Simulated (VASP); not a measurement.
# Cd (R-3m) in VASP: elastic constants with r2SCAN+rVV10

Aim: the elastic constants of Cd with r2SCAN+rVV10.

All numbers are computed with VASP 6.6.1; they aren't measurements. Logs are shortened: lines on timing, memory, paths and dates and some standing lists are left out, and cuts for length are marked.

**1. The cell of the first run**

It takes space group R-3m (No. 166, trigonal). Conventional cell: a = 3.082 Å, b = 3.082 Å, c = 7.041 Å, α = 90.00°, β = 90.00°, γ = 120.00°. Cd (site symmetry -3m) has 12 Cd at 2.95 to 3.08 Å within 3.9 Å.

**2. Elastic constants, r2SCAN+rVV10 (volume scaled by 0.88)**

Contents of INCAR:

```
ALGO = Normal ; BPARAM = 11.95
CPARAM = 0.0093 ; EDIFF = 1E-8
ENCUT = 600 ; IBRION = 6
ISIF = 3 ; ISMEAR = 1
IVDW_NL = 2 ; LASPH = T
LCHARG = F ; LMIXTAU = T
LREAL = F ; LUSE_VDW = T
LWAVE = F ; METAGGA = R2SCAN
NBANDS = 12 ; NELM = 100
NFREE = 2 ; NSW = 1
POTIM = 0.015 ; PREC = Accurate
SIGMA = 0.01
```

Contents of KPOINTS:

```
k-points
0
Gamma
  8 8 8
```

Contents of POSCAR:

```
Cd
1.0
    1.5409485614      0.8896670668      2.3471128664
   -1.5409485614      0.8896670668      2.3471128664
    0.0000000000     -1.7793341335      2.3471128664
Cd
1
Direct
    0.0000000000      0.0000000000      0.0000000000
```

Potentials or basis: VASP PAW PBE potentials, release 64 (Cd).

Run with:

```console
$ cat potpaw_PBE.64/Cd/POTCAR > POTCAR
$ mpirun -np 1 vasp_std > vasp.out
```

OUTCAR:

```text
BPARAM = 11.95
   EDIFF = 1E-8
   ENCUT = 600
   IBRION = 6
   ISIF = 3
   ISMEAR = 1
   IVDW_NL = 2
   LASPH = T
   LREAL = F
   METAGGA = R2SCAN
   NELM = 100
   NFREE = 2
   NSW = 1
   POTIM = 0.015
   PREC = Accurate

 ion  position               nearest neighbor table
   1  0.000  0.000  0.000-

  LATTYP: Found a trigonal (rhomboedric) cell.
 ALAT       =     2.9453299928
 COS(alpha) =     0.4525576903

  Lattice vectors:

 A1 = (   1.5409485614,   0.8896670668,   2.3471128664)
 A2 = (  -1.5409485614,   0.8896670668,   2.3471128664)
 A3 = (   0.0000000000,  -1.7793341335,   2.3471128664)

Analysis of symmetry for initial positions (statically):
=====================================================================
 Subroutine PRICEL returns:
 Original cell was already a primitive cell.

 Routine SETGRP: Setting up the symmetry group for a
 trigonal (rhombohedral) supercell.

 Subroutine GETGRP returns: Found 12 space group operations
 (whereof 12 operations were pure point group operations)
 out of a pool of 12 trial point group operations.

The static configuration has the point symmetry D_3d.

Analysis of symmetry for dynamics (positions and initial velocities):
=====================================================================
 Subroutine PRICEL returns:
 Original cell was already a primitive cell.

 Routine SETGRP: Setting up the symmetry group for a
 trigonal (rhombohedral) supercell.

 Subroutine GETGRP returns: Found 12 space group operations
 (whereof 12 operations were pure point group operations)
 out of a pool of 12 trial point group operations.

The dynamic configuration has the point symmetry D_3d.

 Subroutine INISYM returns: Found 12 space group operations
 (whereof 12 operations are pure point group operations),
 and found     1 'primitive' translations

----------------------------------------------------------------------------------------

                                     Primitive cell

  volume of cell :      19.3064

  direct lattice vectors                    reciprocal lattice vectors
     1.540948561  0.889667067  2.347112866     0.324475464  0.187335997  0.142018451
    -1.540948561  0.889667067  2.347112866    -0.324475464  0.187335997  0.142018451
     0.000000000 -1.779334133  2.347112866     0.000000000 -0.374671993  0.142018451

  length of vectors
     2.945329993  2.945329993  2.945329993     0.400684842  0.400684842  0.400684842

  position of ions in fractional coordinates (direct lattice)
     0.000000000  0.000000000  0.000000000

  ion indices of the primitive-cell ions
   primitive index   ion index
                 1           1

----------------------------------------------------------------------------------------

 KPOINTS: k-points

Automatic generation of k-mesh.
 Grid dimensions read from file:
 generate k-points for:    8    8    8

 Generating k-lattice:

  Cartesian coordinates                     Fractional coordinates (reciprocal lattice)
     0.040559433  0.023417000  0.017752306     0.125000000 -0.000000000  0.000000000
    -0.040559433  0.023417000  0.017752306    -0.000000000  0.125000000  0.000000000
     0.000000000 -0.046833999  0.017752306     0.000000000  0.000000000  0.125000000
[... 99 lines left out ...]

 number of electron      12.0000000 magnetization

 Free energy of the ion-electron system (eV)
  ---------------------------------------------------
  ext. energy  EPLUGINS =         0.00000000
  ---------------------------------------------------
  free energy    TOTEN  =       -19.66470263 eV

  energy without entropy =      -19.66465838  energy(sigma->0) =      -19.66468788

------------------------ aborting loop because EDIFF is reached ----------------------------------------

  FORCE on cell =-STRESS in cart. coord.  units (eV):
  Direction    XX          YY          ZZ          XY          YZ          ZX
  --------------------------------------------------------------------------------------
  -------------------------------------------------------------------------------------
  Total        0.9570770      0.9570770      0.9948109      0.0000000      0.0000000      0.0000000
  in kB       79.4248852     79.4248852     82.5563006      0.0000000      0.0000000      0.0000000
  external PRESSURE =      80.4686904 kB  Pullay stress =       0.0000000 kB
[... 86 lines left out ...]
  FREE ENERGIE OF THE ION-ELECTRON SYSTEM (eV)
  ---------------------------------------------------
  free  energy   TOTEN  =       -19.6485692565 eV

  energy  without entropy=      -19.6485539782  energy(sigma->0) =      -19.64856416

[... ionic steps 4 to 14 ...]

--------------------------------------- Ionic step       15  -------------------------------------------

 number of electron      11.9999999 magnetization

------------------------ aborting loop because EDIFF is reached ----------------------------------------
[... 65 lines left out ...]
--------------------------------------- Ionic step       17  -------------------------------------------

 number of electron      12.0000000 magnetization

 Free energy of the ion-electron system (eV)
  ---------------------------------------------------
  ext. energy  EPLUGINS =         0.00000000
  ---------------------------------------------------
  free energy    TOTEN  =       -19.66470343 eV

  energy without entropy =      -19.66465921  energy(sigma->0) =      -19.66468869

 E-fermi :   3.4860     XC(G=0): -12.5534

 val. band max:        3.4829406846   @ k =  -0.3750   0.5000   0.1250
 cond. band min:       3.5505926936   @ k =  -0.3750   0.1250   0.1250
 fundamental gap:      0.0676520090
 Fermi energy:         3.4859983573

 k-point     1 :       0.0000    0.0000    0.0000
  band No.  band energies     occupation
      1      -6.4547      2.00000
      2      -6.3431      2.00000
      3      -6.3431      2.00000
      4      -6.0019      2.00000
      5      -5.5874      2.00000
      6      -5.5874      2.00000
      7      18.2760      0.00000
      8      19.8467      0.00000
      9      19.8467      0.00000
     10      22.9471      0.00000
     11      23.5547      0.00000
     12      23.5547      0.00000
[... 331 lines left out ...]
 k-point    24 :       0.3750    0.1250    0.1250
  band No.  band energies     occupation
      1      -6.5763      2.00000
      2      -6.1392      2.00000
      3      -6.0144      2.00000
      4      -5.6537      2.00000
      5      -5.5243      2.00000
      6      -2.9748      2.00000
      7       8.9350      0.00000
      8      15.5561      0.00000
      9      19.2330      0.00000
     10      19.8876      0.00000
     11      22.3087      0.00000
     12      23.0967      0.00000

 [... further k-points ...]
[... 5 lines left out ...]
  --------------------------------------------------------------------------------------
  -------------------------------------------------------------------------------------
  Total        0.9572168      0.9572168      0.9952527      0.0000000      0.0000000      0.0000000
  in kB       79.4364846     79.4364847     82.5929647      0.0000000      0.0000000      0.0000000
  external PRESSURE =      80.4886447 kB  Pullay stress =       0.0000000 kB
[... 16 lines left out ...]
  FREE ENERGIE OF THE ION-ELECTRON SYSTEM (eV)
  ---------------------------------------------------
  free  energy   TOTEN  =       -19.6647034347 eV

  energy  without entropy=      -19.6646592081  energy(sigma->0) =      -19.66468869

 INTERNAL STRAIN TENSORS FROM STRAINED CELLS
 ============================================

 INTERNAL STRAIN TENSOR FOR ION    1 for displacements in x,y,z  (eV/Angst):
          X           Y           Z          XY          YZ          ZX
  --------------------------------------------------------------------------------
  x    -0.00000    -0.00000     0.00000     0.00000     0.00000    -0.00000
  y     0.00000     0.00000     0.00000    -0.00000    -0.00000     0.00000
  z     0.00000     0.00000     0.00000     0.00000     0.00000     0.00000

 INTERNAL STRAIN TENSORS FROM DISPLACED ATOMS
 ============================================

 INTERNAL STRAIN TENSOR FOR ION    1 for displacements in x,y,z  (eV/Angst):
          X           Y           Z          XY          YZ          ZX
  --------------------------------------------------------------------------------
  x     0.00000     0.00000     0.00000     0.00000     0.00000     0.00000
  y     0.00000     0.00000     0.00000     0.00000     0.00000     0.00000
  z     0.00000     0.00000     0.00000     0.00000     0.00000     0.00000

 Eigenvectors and eigenvalues of the dynamical matrix
 ----------------------------------------------------

   1 f  =    0.000000 THz     0.000000 2PiTHz    0.000000 cm-1     0.000000 meV
             X         Y         Z           dx          dy          dz
      0.000000  0.000000  0.000000     0.000000    1.000000   -0.000000

   2 f  =    0.000000 THz     0.000000 2PiTHz    0.000000 cm-1     0.000000 meV
             X         Y         Z           dx          dy          dz
      0.000000  0.000000  0.000000     1.000000   -0.000000    0.000000

   3 f/i=    0.000000 THz     0.000000 2PiTHz    0.000000 cm-1     0.000000 meV
             X         Y         Z           dx          dy          dz
      0.000000  0.000000  0.000000    -0.000000   -0.000000   -1.000000

--------------------------------------------------------------------------------------------------------

 ELASTIC MODULI CONTR FROM IONIC RELAXATION (kBar)
 Direction    XX          YY          ZZ          XY          YZ          ZX
 --------------------------------------------------------------------------------
 XX           0.0000      0.0000      0.0000      0.0000      0.0000      0.0000
 YY           0.0000      0.0000      0.0000      0.0000      0.0000      0.0000
 ZZ           0.0000      0.0000      0.0000      0.0000      0.0000      0.0000
 XY           0.0000      0.0000      0.0000      0.0000      0.0000      0.0000
 YZ           0.0000      0.0000      0.0000      0.0000      0.0000      0.0000
 ZX           0.0000      0.0000      0.0000      0.0000      0.0000      0.0000
 --------------------------------------------------------------------------------

 TOTAL ELASTIC MODULI (kBar)
 Direction    XX          YY          ZZ          XY          YZ          ZX
 --------------------------------------------------------------------------------
 XX        1123.6694   1040.8747    499.8065      0.0000     91.7182      0.0000
 YY        1040.8747   1123.6694    499.8065      0.0000    -91.7182      0.0000
 ZZ         499.8065    499.8065   1989.5227      0.0000      0.0000      0.0000
 XY           0.0000      0.0000      0.0000     41.3974      0.0000     91.7182
 YZ          91.7182    -91.7182      0.0000      0.0000   -459.3253      0.0000
 ZX           0.0000      0.0000      0.0000     91.7182      0.0000   -459.3251
 --------------------------------------------------------------------------------
```

Run time: 17 min. Hardware: 1 thread of Intel Xeon 6975P-C (Granite Rapids), shared host; peak memory 0.35 GiB.

What came out:

```
Voigt bulk modulus : 92 GPa
```

Elastic tensor in Voigt notation (GPa, in the Cartesian axes of the cell as first typed):
```
112 104  50   9   0   0
104 112  50  -9   0   0
 50  50 199   0   0   0
  9  -9   0 -46   0   0
  0   0   0   0 -46   9
  0   0   0   0   9   4
```

Clamped-ion elastic tensor (GPa):
```
112 104  50   9   0   0
104 112  50  -9   0   0
 50  50 199   0   0   0
  9  -9   0 -46   0   0
  0   0   0   0 -46   9
  0   0   0   0   9   4
```

Caveat: the cell is under stress, which shifts elastic constants; the elastic tensor has a negative eigenvalue, so either the cell is unstable as it stands or the mesh is too thin; the PAW data sets were made with another functional, which shifts forces and pressure a little.
